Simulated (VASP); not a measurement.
Ti16C15 (a cell with a defect), 31 atoms in the cell. The cell holds a defect, 31 atoms: a = 7.504 Å, b = 7.504 Å, c = 7.504 Å, α = 109.47°, β = 109.47°, γ = 109.47°. 

```yaml
Program: VASP 6.6.1
Task: single point
Functional: PBE
Potentials_or_basis: VASP PAW PBE potentials, release 64 (Ti_sv, C)
Cutoff: 520 eV
k_mesh: 2 × 2 × 2
Occupations: methfessel-paxton, width 0.1 eV
Spin: no spin polarisation
Dipole_correction: no
Further_INCAR_settings: LREAL = Auto; ALGO = Normal; EDIFF = 1e-06; NBANDS = 147
```

Potentials or basis: VASP PAW PBE potentials, release 64 (Ti_sv, C).

Run with:

```console
$ cat potpaw_PBE.64/Ti_sv/POTCAR potpaw_PBE.64/C/POTCAR > POTCAR
$ mpirun -np 1 vasp_std > vasp.out
```

Hardware: 1 thread of Intel Xeon 8259CL, with other jobs on the host.

Question: Estimate the wall time of this run.

Answer: Wall time 30 min on 1 thread of Intel Xeon 8259CL, with other jobs on the host, peak memory 0.56 GiB. Counts: scf iterations 18, k points 8.
